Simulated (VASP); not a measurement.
# KBr (Pm-3m) in VASP: further runs

KBr is run at these levels: PBE; tasks: single point.

Program: VASP 6.6.1. These are calculated values, not measurements. Logs are shortened: lines on timing, memory, paths and dates and some standing lists are left out, and cuts for length are marked.

**1. The cell of the first run**

It takes space group Pm-3m (No. 221, cubic). Conventional cell: a = 3.961 Å, b = 3.961 Å, c = 3.961 Å, α = 90.00°, β = 90.00°, γ = 90.00°. Within 4.5 Å of Br (site symmetry m-3m) lie 8 K at 3.43 Å and 6 Br at 3.96 Å. Within 4.5 Å of K (site symmetry m-3m) lie 8 Br at 3.43 Å and 6 K at 3.96 Å.

**2. Single point, PBE (volume scaled by 0.94)**

INCAR

```
  PREC = Accurate
  ENCUT = 520
  EDIFF = 1E-6
  ISMEAR = -1
  SIGMA = 0.05
  LREAL = False
  LASPH = True
  NELM = 60
  ALGO = Normal
  ISIF = 2
  LWAVE = False
  LCHARG = True
  GGA = PE
  LELF = True
  LVHAR = True
  NBANDS = 15
```

KPOINTS

```
Automatic mesh
0
Gamma
  7 7 7
```

POSCAR

```
KBr
1.0
    3.9609554510      0.0000000000      0.0000000000
    0.0000000000      3.9609554510      0.0000000000
    0.0000000000      0.0000000000      3.9609554510
Br K
1 1
Direct
    0.5000000000      0.5000000000      0.5000000000
    0.0000000000      0.0000000000      0.0000000000
```

Potentials or basis: VASP PAW PBE potentials, release 64 (Br, K_sv).

Command:

```console
> cat potpaw_PBE.64/Br/POTCAR potpaw_PBE.64/K_sv/POTCAR > POTCAR
> mpirun -np 1 vasp_std > vasp.out
```

OUTCAR:

```text
PREC = Accurate
   ENCUT = 520
   EDIFF = 1E-6
   ISMEAR = -1
   LREAL = False
   LASPH = True
   NELM = 60
   ISIF = 2
   GGA = PE

 ion  position               nearest neighbor table
   1  0.500  0.500  0.500-
   2  0.000  0.000  0.000-

  LATTYP: Found a simple cubic cell.
 ALAT       =     3.9609554510

  Lattice vectors:

 A1 = (   3.9609554510,   0.0000000000,   0.0000000000)
 A2 = (   0.0000000000,   3.9609554510,   0.0000000000)
 A3 = (   0.0000000000,   0.0000000000,   3.9609554510)

Analysis of symmetry for initial positions (statically):
=====================================================================
 Subroutine PRICEL returns:
 Original cell was already a primitive cell.

 Routine SETGRP: Setting up the symmetry group for a
 simple cubic supercell.

 Subroutine GETGRP returns: Found 48 space group operations
 (whereof 48 operations were pure point group operations)
 out of a pool of 48 trial point group operations.

The static configuration has the point symmetry O_h .

Analysis of symmetry for dynamics (positions and initial velocities):
=====================================================================
 Subroutine PRICEL returns:
 Original cell was already a primitive cell.

 Routine SETGRP: Setting up the symmetry group for a
 simple cubic supercell.

 Subroutine GETGRP returns: Found 48 space group operations
 (whereof 48 operations were pure point group operations)
 out of a pool of 48 trial point group operations.

The dynamic configuration has the point symmetry O_h .

 Subroutine INISYM returns: Found 48 space group operations
 (whereof 48 operations are pure point group operations),
 and found     1 'primitive' translations

----------------------------------------------------------------------------------------

                                     Primitive cell

  volume of cell :      62.1441

  direct lattice vectors                    reciprocal lattice vectors
     3.960955451  0.000000000  0.000000000     0.252464339  0.000000000  0.000000000
     0.000000000  3.960955451  0.000000000     0.000000000  0.252464339  0.000000000
     0.000000000  0.000000000  3.960955451     0.000000000  0.000000000  0.252464339

  length of vectors
     3.960955451  3.960955451  3.960955451     0.252464339  0.252464339  0.252464339

  position of ions in fractional coordinates (direct lattice)
     0.500000000  0.500000000  0.500000000
     0.000000000  0.000000000  0.000000000

  ion indices of the primitive-cell ions
   primitive index   ion index
                 1           1
                 2           2

----------------------------------------------------------------------------------------

 KPOINTS: Automatic mesh

Automatic generation of k-mesh.
 Grid dimensions read from file:
 generate k-points for:    7    7    7

 Generating k-lattice:

  Cartesian coordinates                     Fractional coordinates (reciprocal lattice)
     0.036066334  0.000000000  0.000000000     0.142857143  0.000000000  0.000000000
     0.000000000  0.036066334  0.000000000     0.000000000  0.142857143  0.000000000
     0.000000000  0.000000000  0.036066334     0.000000000  0.000000000  0.142857143

  Length of vectors
     0.036066334  0.036066334  0.036066334

  Shift w.r.t. Gamma in fractional coordinates (k-lattice)
     0.000000000  0.000000000  0.000000000

 Subroutine IBZKPT returns following result:
 ===========================================

 Found     20 irreducible k-points:

 Following reciprocal coordinates:
            Coordinates               Weight
  0.000000  0.000000  0.000000      1.000000
  0.142857  0.000000  0.000000      6.000000
  0.285714  0.000000  0.000000      6.000000
  0.428571  0.000000  0.000000      6.000000
  0.142857  0.142857  0.000000     12.000000
  0.285714  0.142857  0.000000     24.000000
[... 12 lines left out ...]
  0.428571  0.428571  0.285714     24.000000
  0.428571  0.428571  0.428571      8.000000
   k-points           NKPTS =     20   k-points in BZ     NKDIM =     20   number of bands    NBANDS=     15
   number of dos      NEDOS =    301   number of ions     NIONS =      2
   total plane-waves  NPLWV =  27000
   dimension x,y,z NGX =    30 NGY =   30 NGZ =   30
   dimension x,y,z NGXF=    60 NGYF=   60 NGZF=   60
   ions per type =               1   1
   NGX,Y,Z   is equivalent  to a cutoff of  12.59, 12.59, 12.59 a.u.
   NGXF,Y,Z  is equivalent  to a cutoff of  25.18, 25.18, 25.18 a.u.
 SYSTEM =  unknown system
   PREC   = accura    normal or accurate (medium, high low for compatibility)
   ISTART =      0    job   : 0-new  1-cont  2-samecut
   ICHARG =      2    charge: 1-file 2-atom 10-const
   ISPIN  =      1    spin polarized calculation?
   LNONCOLLINEAR =      F non collinear calculations
   LSORBIT =      F    spin-orbit coupling
   LASPH  =      T    aspherical Exc in radial PAW
   ENCUT  =  520.0 eV  38.22 Ry    6.18 a.u.   7.36  7.36  7.36*2*pi/ulx,y,z
   NELM   =     60;   NELMIN=  2; NELMDL= -5     # of ELM steps
   EDIFF  = 0.1E-05   stopping-criterion for ELM
   LREAL  =      F    real-space projection
   EDIFFG = 0.1E-04   stopping-criterion for IOM
   NSW    =      0    number of steps for IOM
   IBRION =     -1    ionic relax: 0-MD 1-quasi-New 2-CG
   NFREE  =      0    steps in history (QN), initial steepest desc. (CG)
   ISIF   =      2    stress and relaxation
   ISYM   =      2    0-nonsym 1-usesym 2-fastsym
   POTIM  = 0.5000    time-step for ionic-motion
   TEBEG  =    0.0;   TEEND  =   0.0 temperature during run
   PSTRESS=    0.0 pullay stress
   NELECT =      16.0000    total number of electrons
   NUPDOWN=      -1.0000    fix difference up-down
   EMIN   =  10.00;   EMAX   =-10.00  energy-range for DOS
   EFERMI =   0.00;   METHOD = LEGACY
   ISMEAR =    -1;   SIGMA  =   0.05  broadening in eV -4-tet -1-fermi 0-gaus
   EFERMI_NEDOS =   21; number of points for ismear=-14 and -15
   IALGO  =     38    algorithm
   IMIX   =      4    mixing-type and parameters
     AMIX     =   0.40;   BMIX     =  1.00
     AMIX_MAG =   1.60;   BMIX_MAG =  1.00
  volume/ion in A,a.u.               =      31.07       209.68
  Fermi-wavevector in a.u.,A,eV,Ry     =   1.041473  1.968099 14.757790  1.084667
  Thomas-Fermi vector in A             =   2.176096
   LORBIT       =      0    0 simple, 1 ext, 2 COOP (PROOUT), +10 PAW based schemes
   GGA     = PE    functional components
   LHFCALC =     F    Hartree Fock is set to
   AEXX    =    0.0000 exact exchange contribution
   IVDW    =     0    specifies the selected vdW correction
   LEPSILON=     F    determine dielectric tensor
   LRPA    =     F    only Hartree local field effects (RPA)
 non-spin polarized calculation
  energy-cutoff  :      520.00
  volume of cell :       62.14
 maximum number of plane-waves:      1743
 NGX is ok and might be reduce to    30
   NGX = 15   NGY = 15   NGZ = 15

 number of electron      15.9999997 magnetization

 Free energy of the ion-electron system (eV)
  ---------------------------------------------------
  ext. energy  EPLUGINS =         0.00000000
  ---------------------------------------------------
  free energy    TOTEN  =        -6.06544235 eV

  energy without entropy =       -6.06544235  energy(sigma->0) =       -6.06544235

 E-fermi :   0.5697     XC(G=0):  -8.0860

 val. band max:       -0.4751362664   @ k =   0.4286   0.4286   0.0000
 cond. band min:       3.6134055151   @ k =   0.0000   0.0000   0.0000
 fundamental gap:      4.0885417815
 Fermi energy:         0.5696541708

 k-point     1 :       0.0000    0.0000    0.0000
  band No.  band energies     occupation
      1     -29.0325      2.00000
      2     -13.3540      2.00000
      3     -12.4522      2.00000
      4     -12.4522      2.00000
      5     -12.4522      2.00000
      6      -0.7286      2.00000
      7      -0.7286      2.00000
      8      -0.7286      2.00000
      9       3.6134      0.00000
     10       5.3271      0.00000
     11       5.3271      0.00000
     12       9.3387      0.00000
     13       9.3387      0.00000
     14       9.3387      0.00000
     15      12.0808      0.00000

 k-point     2 :       0.1429    0.0000    0.0000
  band No.  band energies     occupation
      1     -29.0300      2.00000
      2     -13.3892      2.00000
      3     -12.4475      2.00000
      4     -12.4475      2.00000
      5     -12.4127      2.00000
      6      -1.1930      2.00000
      7      -0.7253      2.00000
      8      -0.7253      2.00000
      9       4.1134      0.00000
     10       5.4905      0.00000
     11       5.7946      0.00000
     12       9.2764      0.00000
     13       9.2764      0.00000
     14       9.4290      0.00000
     15      11.2997      0.00000

 k-point     3 :       0.2857    0.0000    0.0000
  band No.  band energies     occupation
      1     -29.0244      2.00000
      2     -13.4654      2.00000
      3     -12.4372      2.00000
      4     -12.4372      2.00000
      5     -12.3238      2.00000
      6      -1.9945      2.00000
      7      -0.7185      2.00000
      8      -0.7185      2.00000
      9       5.1073      0.00000
     10       5.9593      0.00000
     11       6.8524      0.00000
     12       9.2296      0.00000
     13       9.2296      0.00000
     14       9.6564      0.00000
     15       9.8808      0.00000
[... 271 lines left out ...]
 k-point    19 :       0.4286    0.4286    0.2857
  band No.  band energies     occupation
      1     -29.0008      2.00000
      2     -13.0236      2.00000
      3     -12.5919      2.00000
      4     -12.5608      2.00000
      5     -12.5186      2.00000
      6      -1.9558      2.00000
      7      -1.9476      2.00000
      8      -1.5063      2.00000
      9       6.0425      0.00000
     10       7.1741      0.00000
     11       7.2435      0.00000
     12       8.1384      0.00000
     13       9.3191      0.00000
     14       9.4057      0.00000
     15      11.0663      0.00000

 k-point    20 :       0.4286    0.4286    0.4286
  band No.  band energies     occupation
      1     -28.9968      2.00000
      2     -12.9489      2.00000
      3     -12.5778      2.00000
      4     -12.5778      2.00000
      5     -12.5739      2.00000
      6      -1.9704      2.00000
      7      -1.9704      2.00000
      8      -1.9390      2.00000
      9       6.7795      0.00000
     10       7.0660      0.00000
     11       7.0660      0.00000
     12       9.0093      0.00000
     13       9.1882      0.00000
     14       9.1882      0.00000
     15      11.0169      0.00000

------------------------ aborting loop because EDIFF is reached ----------------------------------------

  FORCE on cell =-STRESS in cart. coord.  units (eV):
  Direction    XX          YY          ZZ          XY          YZ          ZX
  --------------------------------------------------------------------------------------
  -------------------------------------------------------------------------------------
  Total        0.4301063      0.4301063      0.4301063     -0.0000000     -0.0000000     -0.0000000
  in kB       11.0888499     11.0888499     11.0888499     -0.0000000     -0.0000000     -0.0000000
  external PRESSURE =      11.0888499 kB  Pullay stress =       0.0000000 kB

 VOLUME and BASIS-vectors are now :
 -----------------------------------------------------------------------------
  energy-cutoff  :      520.00
  volume of cell :       62.14
      direct lattice vectors                 reciprocal lattice vectors
     3.960955451  0.000000000  0.000000000     0.252464339  0.000000000  0.000000000
     0.000000000  3.960955451  0.000000000     0.000000000  0.252464339  0.000000000
     0.000000000  0.000000000  3.960955451     0.000000000  0.000000000  0.252464339

 POSITION                                       TOTAL-FORCE (eV/Angst)
 -----------------------------------------------------------------------------------
      1.98048      1.98048      1.98048         0.000000      0.000000      0.000000
      0.00000      0.00000      0.00000         0.000000      0.000000      0.000000
 -----------------------------------------------------------------------------------
    total drift:                                0.000000      0.000000     -0.000000

  FREE ENERGIE OF THE ION-ELECTRON SYSTEM (eV)
  ---------------------------------------------------
  free  energy   TOTEN  =        -6.0654423520 eV

  energy  without entropy=       -6.0654423519  energy(sigma->0) =       -6.06544235
```

Wall time 14 s (1 thread of Intel Xeon Platinum 8488C (Sapphire Rapids), shared host); peak memory 0.17 GiB.

Results:

```yaml
Free_energy: -6.0654 eV
Pressure: 1.1 GPa
Band_gap_on_the_k_mesh: 4.09 eV, indirect (least direct gap 4.34 eV)
```

Levels at points of the mesh, in eV from the valence-band top:
```
           k point  band 6  band 7  band 8  band 9  band 10  band 11
(0.00, 0.00, 0.00)   -0.25   -0.25   -0.25    4.09     5.80     5.80
```

 A k mesh can miss the band edges.

**3. Single point, PBE (volume scaled by 0.96)**

INCAR

```
SYSTEM = KBr
PREC = Accurate
ENCUT = 520
EDIFF = 1E-6
ISMEAR = -1
SIGMA = 0.05
LREAL = .FALSE.
LASPH = .TRUE.
NELM = 60
ALGO = Normal
ISIF = 2
LWAVE = .FALSE.
LCHARG = .FALSE.
GGA = PE
NBANDS = 15
```

KPOINTS

```
Automatic mesh
0
G
  7 7 7
  0 0 0
```

POSCAR

```
KBr
1.0
    3.9888504225      0.0000000000      0.0000000000
    0.0000000000      3.9888504225      0.0000000000
    0.0000000000      0.0000000000      3.9888504225
Br K
1 1
Direct
    0.5000000000      0.5000000000      0.5000000000
    0.0000000000      0.0000000000      0.0000000000
```

Potentials or basis: VASP PAW PBE potentials, release 64 (Br, K_sv).

Command:

```console
> cat potpaw_PBE.64/Br/POTCAR potpaw_PBE.64/K_sv/POTCAR > POTCAR
> mpirun -np 1 vasp_std > vasp.out
```

Wall time 13 s (1 thread of Intel Xeon Platinum 8488C (Sapphire Rapids), shared host); peak memory 0.17 GiB.

Results (log left out):

* Free energy: -6.0729 eV
* Pressure: 0.7 GPa
* Band gap on the k mesh: 4.02 eV, indirect (least direct gap 4.27 eV)

Levels at points of the mesh, in eV from the valence-band top:
| k point | band 4 | band 5 | band 6 | band 7 | band 8 | band 9 | band 10 | band 11 | band 12 | band 13 |
| --- | --- | --- | --- | --- | --- | --- | --- | --- | --- | --- |
| (0.00, 0.00, 0.00) | -12.01 | -12.01 | -0.25 | -0.25 | -0.25 | 4.02 | 5.83 | 5.83 | 9.77 | 9.77 |

 A k mesh can miss the band edges.

**4. Single point, PBE (volume scaled by 0.98)**

INCAR

```
PREC     = Accurate       # precision mode
ENCUT    = 520            # plane-wave cutoff, eV
EDIFF    = 1E-6           # SCF threshold, eV
ISMEAR   = -1             # smearing method
SIGMA    = 0.05           # smearing width, eV
LREAL    = F              # projectors in reciprocal space
LASPH    = T              # aspherical terms in the spheres
NELM     = 100            # most SCF steps
ALGO     = Normal         # electronic algorithm
ISIF     = 2              # what is computed and relaxed
LWAVE    = F              # write WAVECAR
LCHARG   = T              # write CHGCAR
GGA      = PE             # functional
LELF     = T              # ELF
LVHAR    = T            
NBANDS   = 15             # bands
```

KPOINTS

```
Automatic mesh
0
Gamma
  7 7 7
```

POSCAR

```
KBr
1.0
    4.0163606051      0.0000000000      0.0000000000
    0.0000000000      4.0163606051      0.0000000000
    0.0000000000      0.0000000000      4.0163606051
Br K
1 1
Direct
    0.5000000000      0.5000000000      0.5000000000
    0.0000000000      0.0000000000      0.0000000000
```

Command:

```console
> cat potpaw_PBE.64/Br/POTCAR potpaw_PBE.64/K_sv/POTCAR > POTCAR
> mpirun -np 1 vasp_std > vasp.out
```

Run time: 15 s. Hardware: 1 thread of Intel Xeon Platinum 8488C (Sapphire Rapids), shared host; peak memory 0.17 GiB.

Results (log left out):

```yaml
Free_energy: -6.0771 eV
Pressure: 0.3 GPa
Band_gap_on_the_k_mesh: 3.95 eV, indirect (least direct gap 4.19 eV)
```

Levels at points of the mesh, in eV from the valence-band top:
```tsv
k point	band 5	band 6	band 7	band 8	band 9	band 10	band 11	band 12
(0.00, 0.00, 0.00)	-12.04	-0.24	-0.24	-0.24	3.95	5.86	5.86	9.72
```

 A k mesh can miss the band edges.

**5. The runs side by side**

```csv
cell,gap on the mesh (eV),pressure (GPa)
"a = 3.961 Å, 2 atoms",4.09,1.1
"a = 3.989 Å, 2 atoms",4.02,0.7
"a = 4.016 Å, 2 atoms",3.95,0.3
```

Alike in all rows: task single point; level PBE; potentials or basis VASP PAW PBE potentials, release 64 (Br, K_sv); no spin polarisation; k mesh 7 × 7 × 7; cutoff (eV) 520; smearing fermi-dirac 0.05 eV.

Absolute energies hang on the potentials; compare differences alone.
